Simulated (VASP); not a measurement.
# GaN (P6_3mc) in VASP: notebook

Runs on GaN. Level: PBE. Tasks: relaxation of shape and atoms at fixed volume, relaxation of cell and atoms.

Program: VASP 6.6.1. These are calculated values, not measurements. Logs are shortened: lines on timing, memory, paths and dates and some standing lists are left out, and cuts for length are marked.

**1. The cell of the first run**

The structure is hexagonal, space group P6_3mc (No. 186). The conventional cell has a = 3.261 Å, b = 3.261 Å, c = 5.312 Å, α = 90.00°, β = 90.00°, γ = 120.00°. Within 2.6 Å of Ga (site symmetry 3m) lie 4 N at 1.99 to 2.00 Å. N (site symmetry 3m) has 4 Ga at 1.99 to 2.00 Å within 2.6 Å.

**2. Relaxation of shape and atoms at fixed volume, PBE (12.23 Å³/atom)**

Input file INCAR:

```
PREC     = Accurate       # precision mode
ENCUT    = 600            # plane-wave cutoff, eV
EDIFF    = 1E-7           # SCF threshold, eV
ISMEAR   = 0              # smearing method
SIGMA    = 0.05           # smearing width, eV
LREAL    = F              # projectors in reciprocal space
LASPH    = T              # aspherical terms in the spheres
NELM     = 80             # most SCF steps
ALGO     = Normal         # electronic algorithm
ISIF     = 4              # what is computed and relaxed
LWAVE    = F              # write WAVECAR
LCHARG   = F              # write CHGCAR
GGA      = PE             # functional
IBRION   = 2              # ionic algorithm
NSW      = 60             # ionic steps
EDIFFG   = -0.01          # ionic threshold
```

Input file KPOINTS:

```
regular mesh
0
Gamma
  12 12 8
```

Input file POSCAR:

```
GaN
1.0
    3.2607273028      0.0000000001      0.0000000000
   -1.6303636515      2.8238726790      0.0000000000
    0.0000000000      0.0000000000      5.3121585662
Ga N
2 2
Direct
    0.3333333333      0.6666666667     -0.0008648221
    0.6666666667      0.3333333333      0.4991351779
    0.3333333333      0.6666666667      0.3758648221
    0.6666666667      0.3333333333      0.8758648221
```

Potentials or basis: VASP PAW PBE potentials, release 64 (Ga_d, N).

On the command line:

```bash
cat potpaw_PBE.64/Ga_d/POTCAR potpaw_PBE.64/N/POTCAR > POTCAR
mpirun -np 1 vasp_std > vasp.out
```

OUTCAR:

```text
PREC = Accurate
   ENCUT = 600
   EDIFF = 1E-7
   ISMEAR = 0
   LREAL = F
   LASPH = T
   NELM = 80
   ISIF = 4
   GGA = PE
   IBRION = 2
   NSW = 60
   EDIFFG = -0.01

 ion  position               nearest neighbor table
   1  0.333  0.667  0.999-   4 1.99   4 1.99   4 1.99   3 2.00
   2  0.667  0.333  0.499-   3 1.99   3 1.99   3 1.99   4 2.00
   3  0.333  0.667  0.376-   2 1.99   2 1.99   2 1.99   1 2.00
   4  0.667  0.333  0.876-   1 1.99   1 1.99   1 1.99   2 2.00

  LATTYP: Found a hexagonal cell.
 ALAT       =     3.2607273028
 C/A-ratio  =     1.6291330347

  Lattice vectors:

 A1 = (   3.2607273028,   0.0000000001,   0.0000000000)
 A2 = (  -1.6303636515,   2.8238726790,   0.0000000000)
 A3 = (   0.0000000000,   0.0000000000,   5.3121585662)

Analysis of symmetry for initial positions (statically):
=====================================================================
 Subroutine PRICEL returns:
 Original cell was already a primitive cell.

 Routine SETGRP: Setting up the symmetry group for a
 hexagonal supercell.

 Subroutine GETGRP returns: Found 12 space group operations
 (whereof  6 operations were pure point group operations)
 out of a pool of 24 trial point group operations.

The static configuration has the point symmetry C_3v.
 The point group associated with its full space group is C_6v.

Analysis of symmetry for dynamics (positions and initial velocities):
=====================================================================
 Subroutine PRICEL returns:
 Original cell was already a primitive cell.

 Routine SETGRP: Setting up the symmetry group for a
 hexagonal supercell.

 Subroutine GETGRP returns: Found 12 space group operations
 (whereof  6 operations were pure point group operations)
 out of a pool of 24 trial point group operations.

The dynamic configuration has the point symmetry C_3v.
 The point group associated with its full space group is C_6v.

 Subroutine INISYM returns: Found 12 space group operations
 (whereof  6 operations are pure point group operations),
 and found     1 'primitive' translations

----------------------------------------------------------------------------------------

                                     Primitive cell

  volume of cell :      48.9137

  direct lattice vectors                    reciprocal lattice vectors
     3.260727303  0.000000000  0.000000000     0.306680046  0.177061807  0.000000000
    -1.630363651  2.823872679  0.000000000    -0.000000000  0.354123615  0.000000000
     0.000000000  0.000000000  5.312158566     0.000000000  0.000000000  0.188247393

  length of vectors
     3.260727303  3.260727303  5.312158566     0.354123615  0.354123615  0.188247393

  position of ions in fractional coordinates (direct lattice)
     0.333333333  0.666666667  0.999135178
     0.666666667  0.333333333  0.499135178
     0.333333333  0.666666667  0.375864822
     0.666666667  0.333333333  0.875864822

  ion indices of the primitive-cell ions
   primitive index   ion index
                 1           1
                 2           2
                 3           3
                 4           4

----------------------------------------------------------------------------------------

 KPOINTS: regular mesh

Automatic generation of k-mesh.
 Grid dimensions read from file:
 generate k-points for:   12   12    8

 Generating k-lattice:

  Cartesian coordinates                     Fractional coordinates (reciprocal lattice)
     0.025556671  0.014755151  0.000000000     0.083333333  0.000000000  0.000000000
    -0.000000000  0.029510301  0.000000000     0.000000000  0.083333333  0.000000000
     0.000000000  0.000000000  0.023530924     0.000000000  0.000000000  0.125000000

  Length of vectors
     0.029510301  0.029510301  0.023530924

  Shift w.r.t. Gamma in fractional coordinates (k-lattice)
     0.000000000  0.000000000  0.000000000

 Subroutine IBZKPT returns following result:
 ===========================================

 Found     95 irreducible k-points:

 Following reciprocal coordinates:
[... 53 lines left out ...]
      1     -10.2469      2.00000
      2     -10.0251      2.00000
      3      -8.7441      2.00000
      4      -8.7308      2.00000
      5      -8.6604      2.00000
      6      -8.6173      2.00000
[... 14 lines left out ...]
     21      11.1297      0.00000
     22      12.5844      0.00000

 k-point     6 :       0.4167   -0.0000    0.0000
  band No.  band energies     occupation
      1     -10.1562      2.00000
      2     -10.0134      2.00000
      3      -8.7431      2.00000
      4      -8.7289      2.00000
      5      -8.6525      2.00000
      6      -8.6114      2.00000
[... 14 lines left out ...]
     21      10.6670      0.00000
     22      12.5937      0.00000

 k-point     7 :       0.5000    0.0000    0.0000
  band No.  band energies     occupation
      1     -10.1288      2.00000
      2     -10.0099      2.00000
      3      -8.7445      2.00000
      4      -8.7290      2.00000
      5      -8.6496      2.00000
      6      -8.6137      2.00000
[... 324 lines left out ...]
      6      -8.7425      2.00000
[... 14 lines left out ...]
     21      13.2917      0.00000
     22      14.1293      0.00000

 k-point    21 :       0.0833   -0.0000    0.1250
  band No.  band energies     occupation
      1     -10.7188      2.00000
      2     -10.1208      2.00000
      3      -8.7909      2.00000
      4      -8.7795      2.00000
      5      -8.7542      2.00000
      6      -8.7353      2.00000
[... 14 lines left out ...]
     21      13.1174      0.00000
     22      13.6223      0.00000

 k-point    22 :       0.1667    0.0000    0.1250
  band No.  band energies     occupation
      1     -10.5682      2.00000
      2     -10.0870      2.00000
      3      -8.7745      2.00000
      4      -8.7588      2.00000
      5      -8.7200      2.00000
      6      -8.7010      2.00000
[... 14 lines left out ...]
     21      12.4030      0.00000
     22      13.0442      0.00000

 k-point    23 :       0.2500    0.0000    0.1250
  band No.  band energies     occupation
      1     -10.3819      2.00000
      2     -10.0509      2.00000
      3      -8.7558      2.00000
      4      -8.7376      2.00000
      5      -8.6904      2.00000
      6      -8.6601      2.00000
[... 14 lines left out ...]
     21      11.6834      0.00000
     22      12.6627      0.00000

 k-point    24 :       0.3333    0.0000    0.1250
  band No.  band energies     occupation
      1     -10.2294      2.00000
      2     -10.0255      2.00000
      3      -8.7461      2.00000
      4      -8.7262      2.00000
      5      -8.6669      2.00000
      6      -8.6209      2.00000
[... 14 lines left out ...]
     21      11.2561      0.00000
     22      12.4806      0.00000

 [... further k-points ...]

------------------------ aborting loop because EDIFF is reached ----------------------------------------

  FORCE on cell =-STRESS in cart. coord.  units (eV):
  Direction    XX          YY          ZZ          XY          YZ          ZX
  --------------------------------------------------------------------------------------
  -------------------------------------------------------------------------------------
  Total       -1.9009052     -1.9009052     -1.8767158      0.0000000     -0.0000000      0.0000000
  in kB      -62.2644888    -62.2644888    -61.4721601      0.0000000     -0.0000000      0.0000000
  external PRESSURE =     -62.0003793 kB  Pullay stress =       0.0000000 kB

 VOLUME and BASIS-vectors are now :
 -----------------------------------------------------------------------------
  energy-cutoff  :      600.00
  volume of cell :       48.91
      direct lattice vectors                 reciprocal lattice vectors
     3.260727303  0.000000000  0.000000000     0.306680046  0.177061807  0.000000000
    -1.630363651  2.823872679  0.000000000    -0.000000000  0.354123615  0.000000000
     0.000000000  0.000000000  5.312158566     0.000000000  0.000000000  0.188247393

 POSITION                                       TOTAL-FORCE (eV/Angst)
 -----------------------------------------------------------------------------------
     -0.00000      1.88258      5.30756        -0.000000      0.000000     -0.006085
      1.63036      0.94129      2.65149         0.000000     -0.000000     -0.006085
     -0.00000      1.88258      1.99665        -0.000000     -0.000000      0.006085
      1.63036      0.94129      4.65273        -0.000000      0.000000      0.006085
 -----------------------------------------------------------------------------------
    total drift:                                0.000000      0.000000      0.000699

  FREE ENERGIE OF THE ION-ELECTRON SYSTEM (eV)
  ---------------------------------------------------
  free  energy   TOTEN  =       -24.2956875472 eV

  energy  without entropy=      -24.2956875472  energy(sigma->0) =      -24.29568755

 reached required accuracy - stopping structural energy minimisation
```

Run time: 3.6 min. Hardware: 1 thread of Intel Xeon 8259CL, shared host; peak memory 0.25 GiB.

What came out:

```
Free energy                  : -24.2957 eV
Pressure after relaxing      : -6.2 GPa
Largest force after relaxing : 0.006 eV/Å
Band gap on the k mesh       : 1.45 eV
```

Forces in eV/Å, atoms in the order of the input:
```
Ga   0.000  0.000 -0.006
Ga   0.000  0.000 -0.006
N    0.000  0.000  0.006
N    0.000  0.000  0.006
```

Final structure:
```yaml
crystal:
  lattice:
    - [3.26073, 0.00000, 0.00000]
    - [-1.63036, 2.82387, 0.00000]
    - [0.00000, 0.00000, 5.31216]
  atoms:
    - { symbol: Ga, position: [0.33333, 0.66667, 0.99914] }
    - { symbol: Ga, position: [0.66667, 0.33333, 0.49914] }
    - { symbol: N, position: [0.33333, 0.66667, 0.37586] }
    - { symbol: N, position: [0.66667, 0.33333, 0.87586] }
```

Caveat: the relaxation stopped at its first step, so nothing moved. PBE gaps usually lie below the measured ones, often by a third to a half.

**3. Relaxation of cell and atoms, PBE**

This run uses another cell than the first one, of 11.42 Å³/atom.

Input file INCAR:

```
SYSTEM = GaN
PREC = Accurate
ENCUT = 600
EDIFF = 1E-6
ISMEAR = 0
SIGMA = 0.05
LREAL = .FALSE.
LASPH = .TRUE.
NELM = 80
ALGO = Normal
ISIF = 3
LWAVE = .FALSE.
LCHARG = .FALSE.
GGA = PE
IBRION = 2
NSW = 80
EDIFFG = -0.01
```

Input file KPOINTS:

```
Automatic mesh
0
G
  12 12 8
  0 0 0
```

Input file POSCAR:

```
GaN
1.0
    3.1905645210      0.0000000000      0.0000000000
   -1.5952822606      2.7631099276      0.0000000000
    0.0000000000      0.0000000000      5.1831629168
Ga N
2 2
Direct
    0.3333333333      0.6666666667      0.0000000000
    0.6666666667      0.3333333333      0.5000000000
    0.3333333333      0.6666666667      0.3750000000
    0.6666666667      0.3333333333      0.8750000000
```

Potentials or basis: VASP PAW PBE potentials, release 64 (Ga_d, N).

On the command line:

```bash
cat potpaw_PBE.64/Ga_d/POTCAR potpaw_PBE.64/N/POTCAR > POTCAR
mpirun -np 1 vasp_std > vasp.out
```

Wall time 7.3 min (1 thread of Intel Xeon 8259CL, shared host); peak memory 0.26 GiB.

Results (log left out):

- Free energy: -24.3290 eV
- Relaxed volume: 11.75 Å³/atom
- Relaxed cell: a = 3.217 Å, b = 3.217 Å, c = 5.244 Å, α = 90.00°, β = 90.00°, γ = 120.00°
- Space group after relaxing (to 0.1 Å): P6_3mc (No. 186)
- Energy gained by relaxing: 5.7 meV/atom
- Ionic steps: 5
- Pressure after relaxing: 0.1 GPa
- Largest force after relaxing: 0.007 eV/Å
- Band gap on the k mesh: 1.72 eV

Forces on the atoms (eV/Å):
```
Ga   0.000  0.000 -0.007
Ga   0.000  0.000 -0.007
N    0.000  0.000  0.007
N    0.000  0.000  0.007
```

Step by step:
```
step  energy change (eV)  largest force (eV/Å)  pressure (GPa)  volume (Å³)
   1              0.0000                0.1321            5.19        45.69
   2             -0.0073                0.0625           -3.90        48.19
   3             -0.0227                0.0126           -0.14        47.03
   4             -0.0227                0.0149            0.11        47.00
   5             -0.0227                0.0070            0.12        47.00
```

Final structure:
```
CELL_PARAMETERS angstrom
3.21710 0.00000 0.00000
-1.60855 2.78609 0.00000
0.00000 0.00000 5.24356
ATOMIC_POSITIONS crystal
Ga 0.33333 0.66667 0.99924
Ga 0.66667 0.33333 0.49924
N 0.33333 0.66667 0.37576
N 0.66667 0.33333 0.87576
```

Levels at points of the mesh, in eV from the valence-band top:
```tsv
k point	band 14	band 15	band 16	band 17	band 18	band 19	band 20	band 21	band 22
(0.00, 0.00, 0.00)	-1.00	-1.00	-0.04	0.00	0.00	1.72	4.07	9.02	9.74
(0.50, 0.00, 0.00)	-5.19	-4.07	-2.64	-2.12	-0.96	4.99	5.38	5.97	8.35
(0.00, 0.00, 0.50)	-3.80	-0.51	-0.51	-0.51	-0.51	4.07	4.07	8.31	8.31
(0.50, 0.00, 0.50)	-6.44	-1.87	-1.87	-1.84	-1.84	4.31	4.31	7.58	7.58
```

A k mesh can miss the band edges. Zero-point motion and thermal expansion aren't in these numbers.

**4. Relaxation of shape and atoms at fixed volume, PBE (11.52 Å³/atom)**

This run uses another cell than the first one, of 11.52 Å³/atom.

Input file INCAR:

```
SYSTEM = GaN
PREC = Accurate
ENCUT = 600
EDIFF = 1E-6
ISMEAR = 0
SIGMA = 0.05
LREAL = .False.
LASPH = .True.
NELM = 100
ALGO = Normal
ISIF = 4
LWAVE = .False.
LCHARG = .False.
GGA = PE
IBRION = 2
NSW = 60
EDIFFG = -0.01
```

Input file KPOINTS:

```
regular mesh
0
Gamma
  12 12 8
  0 0 0
```

Input file POSCAR:

```
GaN
1.0
    3.1967749156      0.0000000001      0.0000000000
   -1.5983874578      2.7684882870      0.0000000000
    0.0000000000      0.0000000000      5.2079716194
Ga N
2 2
Direct
    0.3333333333      0.6666666667     -0.0008648221
    0.6666666667      0.3333333333      0.4991351779
    0.3333333333      0.6666666667      0.3758648221
    0.6666666667      0.3333333333      0.8758648221
```

On the command line:

```bash
cat potpaw_PBE.64/Ga_d/POTCAR potpaw_PBE.64/N/POTCAR > POTCAR
mpirun -np 1 vasp_std > vasp.out
```

It took 2.4 min on 1 thread of Intel Xeon 8259CL, shared host; peak memory 0.25 GiB.

It converged, with:

| Item | Value |
| --- | --- |
| Free energy | -24.3194 eV |
| Pressure after relaxing | 3.5 GPa |
| Largest force after relaxing | 0.004 eV/Å |
| Band gap on the k mesh | 1.85 eV |

Forces in eV/Å, atoms in the order of the input:
```
Ga   0.000  0.000  0.004
Ga   0.000  0.000  0.004
N    0.000  0.000 -0.004
N    0.000  0.000 -0.004
```

Final structure:
```yaml
crystal:
  lattice:
    - [3.19677, 0.00000, 0.00000]
    - [-1.59839, 2.76849, 0.00000]
    - [0.00000, 0.00000, 5.20797]
  atoms:
    - { symbol: Ga, position: [0.33333, 0.66667, 0.99914] }
    - { symbol: Ga, position: [0.66667, 0.33333, 0.49914] }
    - { symbol: N, position: [0.33333, 0.66667, 0.37586] }
    - { symbol: N, position: [0.66667, 0.33333, 0.87586] }
```

Levels at points of the mesh, in eV from the valence-band top:
```csv
k point,band 16,band 17,band 18,band 19,band 20,band 21
"(0.00, 0.00, 0.00)",-0.04,0.00,0.00,1.85,4.20,9.14
"(0.50, 0.00, 0.00)",-2.71,-2.17,-0.99,5.04,5.50,6.03
"(0.00, 0.00, 0.50)",-0.52,-0.52,-0.52,4.19,4.19,8.42
"(0.50, 0.00, 0.50)",-1.92,-1.87,-1.87,4.38,4.38,7.70
```

Caveat: the relaxation stopped at its first step, so nothing moved.

**5. Relaxation of shape and atoms at fixed volume, PBE (11.99 Å³/atom)**

This run uses another cell than the first one, of 11.99 Å³/atom.

Input file INCAR:

```
SYSTEM = GaN
  ALGO = Normal
  EDIFF = 1E-6
  EDIFFG = -0.01
  ENCUT = 600
  GGA = PE
  IBRION = 2
  ISIF = 4
  ISMEAR = 0
  LASPH = .TRUE.
  LCHARG = .FALSE.
  LREAL = .FALSE.
  LWAVE = .FALSE.
  NELM = 80
  NSW = 60
  PREC = Accurate
  SIGMA = 0.05
```

Input file KPOINTS:

```
k-points
0
G
  12 12 8
  0 0 0
```

Input file POSCAR:

```
GaN
1.0
    3.2396897668      0.0000000001      0.0000000000
   -1.6198448835      2.8056536384      0.0000000000
    0.0000000000      0.0000000000      5.2778856213
Ga N
2 2
Direct
    0.3333333333      0.6666666667     -0.0008648221
    0.6666666667      0.3333333333      0.4991351779
    0.3333333333      0.6666666667      0.3758648221
    0.6666666667      0.3333333333      0.8758648221
```

On the command line:

```bash
cat potpaw_PBE.64/Ga_d/POTCAR potpaw_PBE.64/N/POTCAR > POTCAR
mpirun -np 1 vasp_std > vasp.out
```

It took 2.9 min on 1 thread of Intel Xeon 8259CL, shared host; peak memory 0.25 GiB.

The run converged. Its results:

- Free energy: -24.3223 eV
- Pressure after relaxing: -3.3 GPa
- Largest force after relaxing: 0.003 eV/Å
- Band gap on the k mesh: 1.58 eV

Forces in eV/Å, atoms in the order of the input:
```
Ga   0.000  0.000 -0.003
Ga   0.000  0.000 -0.003
N    0.000  0.000  0.003
N    0.000  0.000  0.003
```

Final structure:
```yaml
crystal:
  lattice:
    - [3.23969, 0.00000, 0.00000]
    - [-1.61984, 2.80565, 0.00000]
    - [0.00000, 0.00000, 5.27789]
  atoms:
    - { symbol: Ga, position: [0.33333, 0.66667, 0.99914] }
    - { symbol: Ga, position: [0.66667, 0.33333, 0.49914] }
    - { symbol: N, position: [0.33333, 0.66667, 0.37586] }
    - { symbol: N, position: [0.66667, 0.33333, 0.87586] }
```

Levels at points of the mesh, in eV from the valence-band top:
```
           k point  band 15  band 16  band 17  band 18  band 19  band 20  band 21  band 22
(0.00, 0.00, 0.00)    -0.97    -0.03     0.00     0.00     1.58     3.94     8.91     9.62
(0.50, 0.00, 0.00)    -3.98    -2.57    -2.06    -0.94     4.92     5.25     5.93     8.18
(0.00, 0.00, 0.50)    -0.50    -0.50    -0.50    -0.50     3.93     3.93     8.21     8.21
(0.50, 0.00, 0.50)    -1.82    -1.82    -1.79    -1.79     4.24     4.24     7.45     7.45
```

Caveat: the relaxation stopped at its first step, so nothing moved. A k mesh can miss the band edges.

**6. Overview**

| task | cell | gap on the mesh (eV) | pressure (GPa) | largest force (eV/Å) |
| --- | --- | --- | --- | --- |
| relaxation of shape and atoms at fixed volume | relaxed from a = 3.261, b = 3.261, c = 5.312 Å, angles 90.0, 90.0, 120.0°, 4 atoms | 1.45 | -6.2 | 0.01 |
| relaxation of cell and atoms | relaxed from a = 3.191, b = 3.191, c = 5.183 Å, angles 90.0, 90.0, 120.0°, 4 atoms | 1.72 | 0.1 | 0.01 |
| relaxation of shape and atoms at fixed volume | relaxed from a = 3.197, b = 3.197, c = 5.208 Å, angles 90.0, 90.0, 120.0°, 4 atoms | 1.85 | 3.5 | - |
| relaxation of shape and atoms at fixed volume | relaxed from a = 3.240, b = 3.240, c = 5.278 Å, angles 90.0, 90.0, 120.0°, 4 atoms | 1.58 | -3.3 | - |

Alike in all rows: level PBE; potentials or basis VASP PAW PBE potentials, release 64 (Ga_d, N); no spin polarisation; k mesh 12 × 12 × 8; cutoff (eV) 600; smearing gaussian 0.05 eV.

Caveats: the relaxation stopped at its first step, so nothing moved (at least some runs).

Absolute energies hang on the potentials; compare differences alone.
